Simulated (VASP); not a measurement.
# TiO2 (I4_1/amd) in VASP: single point with PBE+D3(BJ)

Aim: the single point of TiO2 with PBE+D3(BJ).

All numbers are computed with VASP 6.6.1; they aren't measurements. Logs are shortened: lines on timing, memory, paths and dates and some standing lists are left out, and cuts for length are marked.

### Step 1. The cell of the first run

It takes space group I4_1/amd (No. 141, tetragonal). Conventional cell: a = 3.787 Å, b = 3.787 Å, c = 9.571 Å, α = 90.00°, β = 90.00°, γ = 90.00°. Ti (site symmetry -4m2) has 6 O at 1.94 to 1.99 Å within 2.6 Å. Within 2.6 Å of O (site symmetry 2mm) lie 3 Ti at 1.94 to 1.99 Å and 2 O at 2.47 Å.

### Step 2. Single point, PBE+D3(BJ)

INCAR

```
SYSTEM = TiO2
ALGO     = Normal         ! electronic algorithm
EDIFF    = 1E-7           ! SCF threshold, eV
ENCUT    = 520            ! plane-wave cutoff, eV
GGA      = PE             ! functional
ISIF     = 2              ! what is computed and relaxed
ISMEAR   = 0              ! smearing method
IVDW     = 12             ! dispersion correction
LASPH    = .True.         ! aspherical terms in the spheres
LCHARG   = .False.        ! write CHGCAR
LREAL    = .False.        ! projectors in reciprocal space
LWAVE    = .False.        ! write WAVECAR
NBANDS   = 33             ! bands
NELM     = 100            ! most SCF steps
PREC     = Accurate       ! precision mode
SIGMA    = 0.02           ! smearing width, eV
```

KPOINTS

```
k-points
0
Gamma
  10 10 10
  0 0 0
```

POSCAR

```
TiO2
1.0
   -1.8936855193      1.8936855193      4.7856040520
    1.8936855193     -1.8936855193      4.7856040520
    1.8936855193      1.8936855193     -4.7856040520
Ti O
2 4
Direct
    0.0000000000      0.0000000000      0.0000000000
    0.7500000000      0.2500000000      0.5000000000
    0.2081053453      0.2081053453      0.0000000000
    0.9581053453      0.4581053453      0.5000000000
    0.5418946547      0.0418946547      0.5000000000
    0.7918946547      0.7918946547      0.0000000000
```

Potentials or basis: VASP PAW PBE potentials, release 64 (Ti_sv, O).

The run is started by

```
$ cat potpaw_PBE.64/Ti_sv/POTCAR potpaw_PBE.64/O/POTCAR > POTCAR
$ mpirun -np 1 vasp_std > vasp.out
```

OUTCAR:

```text
SYSTEM = TiO2
   EDIFF = 1E-7
   ENCUT = 520
   GGA = PE
   ISIF = 2
   ISMEAR = 0
   IVDW = 12
   LASPH = .True.
   LREAL = .False.
   NELM = 100
   PREC = Accurate
 IVDW          = 12

 ion  position               nearest neighbor table
   1  0.000  0.000  0.000-   5 1.94   4 1.94   5 1.94   4 1.94   3 1.99   6 1.99
   2  0.750  0.250  0.500-   6 1.94   3 1.94   6 1.94   3 1.94   4 1.99   5 1.99
   3  0.208  0.208  0.000-   2 1.94   2 1.94   1 1.99
   4  0.958  0.458  0.500-   1 1.94   1 1.94   2 1.99
   5  0.542  0.042  0.500-   1 1.94   1 1.94   2 1.99
   6  0.792  0.792  0.000-   2 1.94   2 1.94   1 1.99

  LATTYP: Found a body centered tetragonal cell.
 ALAT       =     3.7873710386
 C/A-ratio  =     2.5271376917

  Lattice vectors:

 A1 = (  -1.8936855193,   1.8936855193,   4.7856040520)
 A2 = (   1.8936855193,  -1.8936855193,   4.7856040520)
 A3 = (   1.8936855193,   1.8936855193,  -4.7856040520)

Analysis of symmetry for initial positions (statically):
=====================================================================
 Subroutine PRICEL returns:
 Original cell was already a primitive cell.

 Routine SETGRP: Setting up the symmetry group for a
 body centered tetragonal supercell.

 Subroutine GETGRP returns: Found 16 space group operations
 (whereof  8 operations were pure point group operations)
 out of a pool of 16 trial point group operations.

The static configuration has the point symmetry D_2d.
 The point group associated with its full space group is D_4h.

Analysis of symmetry for dynamics (positions and initial velocities):
=====================================================================
 Subroutine PRICEL returns:
 Original cell was already a primitive cell.

 Routine SETGRP: Setting up the symmetry group for a
 body centered tetragonal supercell.

 Subroutine GETGRP returns: Found 16 space group operations
 (whereof  8 operations were pure point group operations)
 out of a pool of 16 trial point group operations.

The dynamic configuration has the point symmetry D_2d.
 The point group associated with its full space group is D_4h.

 Subroutine INISYM returns: Found 16 space group operations
 (whereof  8 operations are pure point group operations),
 and found     1 'primitive' translations

----------------------------------------------------------------------------------------

                                     Primitive cell

  volume of cell :      68.6456

  direct lattice vectors                    reciprocal lattice vectors
    -1.893685519  1.893685519  4.785604052     0.000000000  0.264035393  0.104480019
     1.893685519 -1.893685519  4.785604052     0.264035393  0.000000000  0.104480019
     1.893685519  1.893685519 -4.785604052     0.264035393  0.264035393  0.000000000

  length of vectors
     5.483985397  5.483985397  5.483985397     0.283955565  0.283955565  0.373402433

  position of ions in fractional coordinates (direct lattice)
     0.000000000  0.000000000  0.000000000
     0.750000000  0.250000000  0.500000000
     0.208105345  0.208105345  0.000000000
     0.958105345  0.458105345  0.500000000
     0.541894655  0.041894655  0.500000000
     0.791894655  0.791894655  0.000000000

  ion indices of the primitive-cell ions
   primitive index   ion index
                 1           1
                 2           2
                 3           3
                 4           4
                 5           5
                 6           6

----------------------------------------------------------------------------------------

 KPOINTS: k-points

Automatic generation of k-mesh.
 Grid dimensions read from file:
 generate k-points for:   10   10   10

 Generating k-lattice:

  Cartesian coordinates                     Fractional coordinates (reciprocal lattice)
     0.000000000  0.026403539  0.010448002     0.100000000  0.000000000  0.000000000
     0.026403539  0.000000000  0.010448002     0.000000000  0.100000000  0.000000000
     0.026403539  0.026403539  0.000000000     0.000000000  0.000000000  0.100000000

  Length of vectors
     0.028395557  0.028395557  0.037340243

  Shift w.r.t. Gamma in fractional coordinates (k-lattice)
     0.000000000  0.000000000  0.000000000

 Subroutine IBZKPT returns following result:
 ===========================================

 Found    102 irreducible k-points:

 Following reciprocal coordinates:
            Coordinates               Weight
  0.000000  0.000000  0.000000      1.000000
  0.100000  0.000000 -0.000000      8.000000
  0.200000  0.000000 -0.000000      8.000000
  0.300000  0.000000 -0.000000      8.000000
  0.400000  0.000000 -0.000000      8.000000
  0.500000  0.000000 -0.000000      4.000000
[... 16 lines left out ...]
  0.300000  0.300000 -0.000000      8.000000
  0.400000  0.300000 -0.000000     16.000000
 [... further k-points ...]
   k-points           NKPTS =    102   k-points in BZ     NKDIM =    102   number of bands    NBANDS=     33
   number of dos      NEDOS =    301   number of ions     NIONS =      6
   total plane-waves  NPLWV =  74088
   dimension x,y,z NGX =    42 NGY =   42 NGZ =   42
   dimension x,y,z NGXF=    84 NGYF=   84 NGZF=   84
   ions per type =               2   4
   NGX,Y,Z   is equivalent  to a cutoff of  12.73, 12.73, 12.73 a.u.
   NGXF,Y,Z  is equivalent  to a cutoff of  25.46, 25.46, 25.46 a.u.
 SYSTEM =  TiO2
   PREC   = accura    normal or accurate (medium, high low for compatibility)
   ISTART =      0    job   : 0-new  1-cont  2-samecut
   ICHARG =      2    charge: 1-file 2-atom 10-const
   ISPIN  =      1    spin polarized calculation?
   LNONCOLLINEAR =      F non collinear calculations
   LSORBIT =      F    spin-orbit coupling
   LASPH  =      T    aspherical Exc in radial PAW
   ENCUT  =  520.0 eV  38.22 Ry    6.18 a.u.  10.20 10.20 10.20*2*pi/ulx,y,z
   NELM   =    100;   NELMIN=  2; NELMDL= -5     # of ELM steps
   EDIFF  = 0.1E-06   stopping-criterion for ELM
   LREAL  =      F    real-space projection
   EDIFFG = 0.1E-05   stopping-criterion for IOM
   NSW    =      0    number of steps for IOM
   IBRION =     -1    ionic relax: 0-MD 1-quasi-New 2-CG
   NFREE  =      0    steps in history (QN), initial steepest desc. (CG)
   ISIF   =      2    stress and relaxation
   ISYM   =      2    0-nonsym 1-usesym 2-fastsym
   POTIM  = 0.5000    time-step for ionic-motion
   TEBEG  =    0.0;   TEEND  =   0.0 temperature during run
   PSTRESS=    0.0 pullay stress
   NELECT =      48.0000    total number of electrons
   NUPDOWN=      -1.0000    fix difference up-down
   EMIN   =  10.00;   EMAX   =-10.00  energy-range for DOS
   EFERMI =   0.00;   METHOD = LEGACY
   ISMEAR =     0;   SIGMA  =   0.02  broadening in eV -4-tet -1-fermi 0-gaus
   EFERMI_NEDOS =   21; number of points for ismear=-14 and -15
   IALGO  =     38    algorithm
   IMIX   =      4    mixing-type and parameters
     AMIX     =   0.40;   BMIX     =  1.00
     AMIX_MAG =   1.60;   BMIX_MAG =  1.00
  volume/ion in A,a.u.               =      11.44        77.21
  Fermi-wavevector in a.u.,A,eV,Ry     =   1.453063  2.745891 28.727230  2.111392
  Thomas-Fermi vector in A             =   2.570373
   LORBIT       =      0    0 simple, 1 ext, 2 COOP (PROOUT), +10 PAW based schemes
   GGA     = PE    functional components
   LHFCALC =     F    Hartree Fock is set to
   AEXX    =    0.0000 exact exchange contribution
   IVDW    =    12    specifies the selected vdW correction
   LEPSILON=     F    determine dielectric tensor
   LRPA    =     F    only Hartree local field effects (RPA)
 non-spin polarized calculation
 Gauss-broadening in eV      SIGMA  =   0.02
  energy-cutoff  :      520.00
  volume of cell :       68.65
 maximum number of plane-waves:      1864
 NGX is ok and might be reduce to    42
   NGX = 21   NGY = 21   NGZ = 21

 number of electron      47.9999990 magnetization

 Free energy of the ion-electron system (eV)
  ---------------------------------------------------
  ext. energy  EPLUGINS =         0.00000000
  ---------------------------------------------------
  free energy    TOTEN  =       -53.84377002 eV

  energy without entropy =      -53.84377002  energy(sigma->0) =      -53.84377002

 E-fermi :   3.4898     XC(G=0): -10.6986

 val. band max:        3.3334482098   @ k =  -0.4000   0.4000   0.0000
 cond. band min:       5.4321221314   @ k =   0.0000   0.0000   0.0000
 fundamental gap:      2.0986739216
 Fermi energy:         3.4897617189

 k-point     1 :       0.0000    0.0000    0.0000
  band No.  band energies     occupation
      1     -53.0886      2.00000
      2     -53.0312      2.00000
      3     -29.5412      2.00000
      4     -29.3095      2.00000
      5     -29.3095      2.00000
      6     -29.2412      2.00000
[... 25 lines left out ...]
     32       8.5488      0.00000
     33       8.6008      0.00000

 k-point     2 :       0.1000    0.0000   -0.0000
  band No.  band energies     occupation
      1     -53.0874      2.00000
      2     -53.0320      2.00000
      3     -29.5384      2.00000
      4     -29.3222      2.00000
      5     -29.3104      2.00000
      6     -29.2464      2.00000
[... 25 lines left out ...]
     32       8.6389      0.00000
     33       8.8933      0.00000

 k-point     3 :       0.2000    0.0000   -0.0000
  band No.  band energies     occupation
      1     -53.0839      2.00000
      2     -53.0344      2.00000
      3     -29.5315      2.00000
      4     -29.3540      2.00000
      5     -29.3126      2.00000
      6     -29.2588      2.00000
[... 25 lines left out ...]
     32       8.9803      0.00000
     33       9.3336      0.00000

 k-point     4 :       0.3000    0.0000   -0.0000
  band No.  band energies     occupation
      1     -53.0790      2.00000
      2     -53.0380      2.00000
      3     -29.5232      2.00000
      4     -29.3923      2.00000
      5     -29.3151      2.00000
      6     -29.2707      2.00000
[... 673 lines left out ...]
     32       9.7419      0.00000
     33       9.8312      0.00000

 k-point    23 :       0.3000    0.3000   -0.0000
  band No.  band energies     occupation
      1     -53.0669      2.00000
      2     -53.0471      2.00000
      3     -29.4976      2.00000
      4     -29.4423      2.00000
      5     -29.3537      2.00000
      6     -29.3087      2.00000
[... 25 lines left out ...]
     32       9.7543      0.00000
     33      10.5577      0.00000

 k-point    24 :       0.4000    0.3000   -0.0000
  band No.  band energies     occupation
      1     -53.0633      2.00000
      2     -53.0496      2.00000
      3     -29.5006      2.00000
      4     -29.4631      2.00000
      5     -29.3555      2.00000
      6     -29.3244      2.00000
[... 25 lines left out ...]
     32       9.7632      0.00000
     33      10.6437      0.00000

 [... further k-points ...]

------------------------ aborting loop because EDIFF is reached ----------------------------------------

 Edisp (eV)   -1.34452

 E8    (eV) :    -0.5342

  FORCE on cell =-STRESS in cart. coord.  units (eV):
  Direction    XX          YY          ZZ          XY          YZ          ZX
  --------------------------------------------------------------------------------------
  -------------------------------------------------------------------------------------
  Total       0.29198     0.29198     0.32047     0.00000    -0.00000     0.00000
  in kB       6.81486     6.81486     7.47962     0.00000    -0.00000     0.00000
  external pressure =        7.04 kB  Pullay stress =        0.00 kB

 VOLUME and BASIS-vectors are now :
 -----------------------------------------------------------------------------
  energy-cutoff  :      520.00
  volume of cell :       68.65
      direct lattice vectors                 reciprocal lattice vectors
    -1.893685519  1.893685519  4.785604052     0.000000000  0.264035393  0.104480019
     1.893685519 -1.893685519  4.785604052     0.264035393  0.000000000  0.104480019
     1.893685519  1.893685519 -4.785604052     0.264035393  0.264035393  0.000000000

 POSITION                                       TOTAL-FORCE (eV/Angst)
 -----------------------------------------------------------------------------------
      0.00000      0.00000      0.00000         0.000000      0.000000      0.000000
      0.00000      1.89369      2.39280         0.000000      0.000000      0.000000
      0.00000      0.00000      1.99182         0.000000     -0.000000      0.020123
      0.00000      1.89369      4.38462        -0.000000      0.000000      0.020123
      0.00000      1.89369      0.40098        -0.000000      0.000000     -0.020123
      0.00000      0.00000      7.57939         0.000000     -0.000000     -0.020123
 -----------------------------------------------------------------------------------
    total drift:                                0.000000     -0.000000     -0.000000

  FREE ENERGIE OF THE ION-ELECTRON SYSTEM (eV)
  ---------------------------------------------------
  free  energy   TOTEN  =       -55.1882907621 eV

  energy  without entropy=      -55.1882907621  energy(sigma->0) =      -55.18829076
```

It took 13 min on 1 thread of Oxide Virtual Turin-like, shared host; peak memory 0.35 GiB.

Results:

- Free energy: -55.1883 eV
- Pressure: 0.7 GPa
- Largest force: 0.020 eV/Å
- Band gap on the k mesh: 2.10 eV (least direct gap 2.43 eV)
- Dispersion energy per atom: -0.224 eV

Forces in eV/Å, atoms in the order of the input:
```
Ti   0.000  0.000  0.000
Ti   0.000  0.000  0.000
O    0.000  0.000  0.020
O    0.000  0.000  0.020
O    0.000  0.000 -0.020
O    0.000  0.000 -0.020
```

A k mesh can miss the band edges. Expect the measured gap to be larger: semilocal functionals such as PBE lack the derivative discontinuity.
